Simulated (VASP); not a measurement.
# ScGa3As2 (P-4m2) in VASP: further runs, part 2 of 2

VASP 6.6.1.

## 3. Single point, PBE

This run uses another cell than the first one, of 20.54 Å³/atom, 1.069 times its volume.

Input file INCAR:

```
  PREC = Accurate
  ENCUT = 520
  EDIFF = 1E-6
  ISMEAR = 0
  SIGMA = 0.1
  LREAL = F
  LASPH = T
  NELM = 60
  ALGO = Normal
  ISIF = 2
  LWAVE = F
  LCHARG = T
  GGA = PE
  LELF = T
  LVHAR = T
  NBANDS = 39
```

Input file KPOINTS:

```
regular mesh
0
Gamma
  4 4 2
```

Input file POSCAR:

```
ScGa3As2
1.0
    3.8244111500      0.0000000000      0.0000000000
    0.0000000000      3.8244111500      0.0000000000
    0.0000000000      0.0000000000      8.4255368300
Sc Ga As
1 3 2
Direct
    0.0000000000      0.0000000000      0.0000000000
    0.0000000000      0.5000000000      0.3835000100
    0.5000000000      0.0000000000      0.6164999900
    0.5000000000      0.5000000000      0.0000000000
    0.0000000000      0.5000000000      0.7315000300
    0.5000000000      0.0000000000      0.2684999700
```

Potentials or basis: VASP PAW PBE potentials, release 64 (Sc_sv, Ga_d, As).

Launch:

```sh
cat potpaw_PBE.64/Sc_sv/POTCAR potpaw_PBE.64/Ga_d/POTCAR potpaw_PBE.64/As/POTCAR > POTCAR
mpirun -np 1 vasp_std > vasp.out
```

OUTCAR:

```text
PREC = Accurate
   ENCUT = 520
   EDIFF = 1E-6
   ISMEAR = 0
   LREAL = F
   LASPH = T
   NELM = 60
   ISIF = 2
   GGA = PE

 ion  position               nearest neighbor table
   1  0.000  0.000  0.000-   4 2.70   4 2.70   4 2.70   4 2.70   5 2.96   6 2.96   6 2.96   5 2.96

   2  0.000  0.500  0.384-   6 2.87   6 2.87   6 2.87   6 2.87
   3  0.500  0.000  0.616-   5 2.87   5 2.87   5 2.87   5 2.87
   4  0.500  0.500  0.000-   1 2.70   1 2.70   1 2.70   1 2.70
   5  0.000  0.500  0.732-   3 2.87   3 2.87   3 2.87   3 2.87   1 2.96   1 2.96
   6  0.500  0.000  0.268-   2 2.87   2 2.87   2 2.87   2 2.87   1 2.96   1 2.96

  LATTYP: Found a simple tetragonal cell.
 ALAT       =     3.8244111500
 C/A-ratio  =     2.2030938881

  Lattice vectors:

 A1 = (   3.8244111500,   0.0000000000,   0.0000000000)
 A2 = (   0.0000000000,   3.8244111500,   0.0000000000)
 A3 = (   0.0000000000,   0.0000000000,   8.4255368300)

Analysis of symmetry for initial positions (statically):
=====================================================================
 Subroutine PRICEL returns:
 Original cell was already a primitive cell.

 Routine SETGRP: Setting up the symmetry group for a
 simple tetragonal supercell.

 Subroutine GETGRP returns: Found  8 space group operations
 (whereof  8 operations were pure point group operations)
 out of a pool of 16 trial point group operations.

The static configuration has the point symmetry D_2d.

Analysis of symmetry for dynamics (positions and initial velocities):
=====================================================================
 Subroutine PRICEL returns:
 Original cell was already a primitive cell.

 Routine SETGRP: Setting up the symmetry group for a
 simple tetragonal supercell.

 Subroutine GETGRP returns: Found  8 space group operations
 (whereof  8 operations were pure point group operations)
 out of a pool of 16 trial point group operations.

[... 114 lines left out ...]
     AMIX     =   0.40;   BMIX     =  1.00
     AMIX_MAG =   1.60;   BMIX_MAG =  1.00
  volume/ion in A,a.u.               =      20.54       138.60
  Fermi-wavevector in a.u.,A,eV,Ry     =   1.287903  2.433783 22.567888  1.658693
  Thomas-Fermi vector in A             =   2.419889
   LORBIT       =      0    0 simple, 1 ext, 2 COOP (PROOUT), +10 PAW based schemes
   GGA     = PE    functional components
   LHFCALC =     F    Hartree Fock is set to
   AEXX    =    0.0000 exact exchange contribution
   IVDW    =     0    specifies the selected vdW correction
   LEPSILON=     F    determine dielectric tensor
   LRPA    =     F    only Hartree local field effects (RPA)
 non-spin polarized calculation
 Gauss-broadening in eV      SIGMA  =   0.10
  energy-cutoff  :      520.00
  volume of cell :      123.23
 maximum number of plane-waves:      3344
   NGX = 15   NGY = 15   NGZ = 31

 number of electron      60.0000007 magnetization

 Free energy of the ion-electron system (eV)
  ---------------------------------------------------
  ext. energy  EPLUGINS =         0.00000000
  ---------------------------------------------------
  free energy    TOTEN  =       -25.38137969 eV

  energy without entropy =      -25.37201386  energy(sigma->0) =      -25.37669678

 E-fermi :   4.8657     XC(G=0): -10.4616

 val. band max:        4.8120618358   @ k =   0.0000   0.0000   0.0000
 cond. band min:       4.8789701273   @ k =   0.0000   0.0000   0.5000
 fundamental gap:      0.0669082915
 Fermi energy:         4.8657337455

 k-point     1 :       0.0000    0.0000    0.0000
  band No.  band energies     occupation
      1     -44.5294      2.00000
      2     -23.2280      2.00000
      3     -23.1587      2.00000
      4     -23.1587      2.00000
      5      -9.8757      2.00000
      6      -9.8459      2.00000
[... 493 lines left out ...]
     38       8.0274      0.00000
     39       8.6849      0.00000

------------------------ aborting loop because EDIFF is reached ----------------------------------------

  FORCE on cell =-STRESS in cart. coord.  units (eV):
  Direction    XX          YY          ZZ          XY          YZ          ZX
  --------------------------------------------------------------------------------------
  -------------------------------------------------------------------------------------
  Total        2.4874224      2.4874224     -5.8955992      0.0000000      0.0000000      0.0000000
  in kB       32.3395067     32.3395067    -76.6499371      0.0000000      0.0000000      0.0000000
  external PRESSURE =      -3.9903079 kB  Pullay stress =       0.0000000 kB

 VOLUME and BASIS-vectors are now :
 -----------------------------------------------------------------------------
  energy-cutoff  :      520.00
  volume of cell :      123.23
      direct lattice vectors                 reciprocal lattice vectors
     3.824411150  0.000000000  0.000000000     0.261478162  0.000000000  0.000000000
     0.000000000  3.824411150  0.000000000     0.000000000  0.261478162  0.000000000
     0.000000000  0.000000000  8.425536830     0.000000000  0.000000000  0.118686799

 POSITION                                       TOTAL-FORCE (eV/Angst)
 -----------------------------------------------------------------------------------
      0.00000      0.00000      0.00000         0.000000     -0.000000      0.000000
      0.00000      1.91221      3.23119        -0.000000     -0.000000     -0.399526
      1.91221      0.00000      5.19434         0.000000     -0.000000      0.399526
      1.91221      1.91221      0.00000         0.000000      0.000000      0.000000
      0.00000      1.91221      6.16328         0.000000     -0.000000      0.318156
      1.91221      0.00000      2.26226         0.000000     -0.000000     -0.318156
 -----------------------------------------------------------------------------------
    total drift:                                0.000000      0.000000     -0.000000

  FREE ENERGIE OF THE ION-ELECTRON SYSTEM (eV)
  ---------------------------------------------------
  free  energy   TOTEN  =       -25.3813796935 eV

  energy  without entropy=      -25.3720138578  energy(sigma->0) =      -25.37669678
```

It took 24 s on 1 thread of Intel Xeon 6975P-C (Granite Rapids), shared host; peak memory 0.24 GiB.

What came out:

- Free energy: -25.3814 eV
- Pressure: -0.4 GPa
- Largest force: 0.400 eV/Å
- Band gap on the k mesh: zero (band 30 reaches 5.74 eV, above the bottom of band 31 at 4.27 eV)

Forces in eV/Å, atoms in the order of the input:
```
Sc   0.000  0.000  0.000
Ga   0.000  0.000 -0.400
Ga   0.000  0.000  0.400
Ga   0.000  0.000  0.000
As   0.000  0.000  0.318
As   0.000  0.000 -0.318
```

Caveat: the k points lie up to 0.41 Å⁻¹ apart.

## 4. Single point, PBE

This run uses another cell than the first one, of 19.14 Å³/atom, 0.996 times its volume.

Input file INCAR:

```
SYSTEM = ScGa3As2
  ALGO = Normal
  EDIFF = 1E-6
  ENCUT = 520
  GGA = PE
  ISIF = 2
  ISMEAR = 0
  LASPH = .True.
  LCHARG = .True.
  LELF = .True.
  LREAL = .False.
  LVHAR = .True.
  LWAVE = .False.
  NBANDS = 39
  NELM = 60
  PREC = Accurate
  SIGMA = 0.1
```

Input file KPOINTS:

```
k-points
0
Gamma
  4 4 4
  0 0 0
```

Input file POSCAR:

```
ScGa3As2
1.0
    4.0853660254      0.0000000000      0.0000000000
    0.0000000000      4.0853660254      0.0000000000
    0.0000000000      0.0000000000      6.8800327524
Sc Ga As
1 3 2
Direct
    0.0000000000      0.0000000000      0.0000000000
    0.0000000000      0.5000000000      0.3200078019
    0.5000000000      0.0000000000      0.6799921981
    0.5000000000      0.5000000000      0.0000000000
    0.0000000000      0.5000000000      0.6965284135
    0.5000000000      0.0000000000      0.3034715865
```

Launch:

```sh
cat potpaw_PBE.64/Sc_sv/POTCAR potpaw_PBE.64/Ga_d/POTCAR potpaw_PBE.64/As/POTCAR > POTCAR
mpirun -np 1 vasp_std > vasp.out
```

Wall time 40 s (1 thread of Intel Xeon 6975P-C (Granite Rapids), shared host); peak memory 0.25 GiB.

It converged, with:

| Quantity | Value |
| --- | --- |
| Free energy | -26.5013 eV |
| Pressure | 0.2 GPa |
| Largest force | 0.023 eV/Å |
| Band gap on the k mesh | zero (band 30 reaches 6.17 eV, above the bottom of band 31 at 5.05 eV) |

Forces on the atoms (eV/Å):
```
Sc   0.000  0.000  0.000
Ga   0.000  0.000 -0.020
Ga   0.000  0.000  0.020
Ga   0.000  0.000  0.000
As   0.000  0.000  0.023
As   0.000  0.000 -0.023
```

Stress tensor (GPa, compression positive):
```
0.15 0.00 0.00
0.00 0.15 0.00
0.00 0.00 0.30
```

Levels at points of the mesh, in eV from the Fermi level:
```
           k point  band 26  band 27  band 28  band 29  band 30  band 31  band 32  band 33  band 34  band 35
(0.00, 0.00, 0.00)    -3.16    -2.11    -2.08    -2.08    -0.95     1.05     1.32     2.02     2.02     2.43
(0.50, 0.00, 0.00)    -2.13    -1.44    -0.85    -0.24     0.22     0.45     0.49     1.33     1.51     1.91
(0.50, 0.50, 0.00)    -4.30    -3.73    -3.73    -3.55    -2.95     1.52     1.52     1.90     1.96     2.18
(0.00, 0.00, 0.50)    -3.07    -3.07    -2.23    -2.23     0.28     0.89     1.32     1.75     1.75     1.75
(0.50, 0.00, 0.50)    -2.79    -1.93    -1.64    -1.62    -0.24     0.38     0.51     1.15     1.22     1.30
(0.50, 0.50, 0.50)    -5.02    -4.28    -2.34    -2.34    -1.01    -0.10    -0.10     1.88     1.96     2.09
```

Caveat: the k points lie up to 0.38 Å⁻¹ apart.

## 5. Overview

| cell | k mesh | gap on the mesh (eV) | pressure (GPa) | largest force (eV/Å) |
| --- | --- | --- | --- | --- |
| a = 4.116, b = 4.116, c = 6.802 Å, 6 atoms | 4 × 4 × 2 | none | 0.0 | 0.02 |
| a = 3.824, b = 3.824, c = 8.426 Å, 6 atoms | 4 × 4 × 2 | none | -0.4 | 0.40 |
| a = 4.085, b = 4.085, c = 6.880 Å, 6 atoms | 4 × 4 × 4 | none | 0.2 | 0.02 |

Alike in all rows: task single point; level PBE; potentials or basis VASP PAW PBE potentials, release 64 (Sc_sv, Ga_d, As); no spin polarisation; cutoff (eV) 520; smearing gaussian 0.1 eV.

Caveats: all runs use coarse meshes.

Total energies depend on the potentials used, so only differences within one code and one set of settings carry meaning.
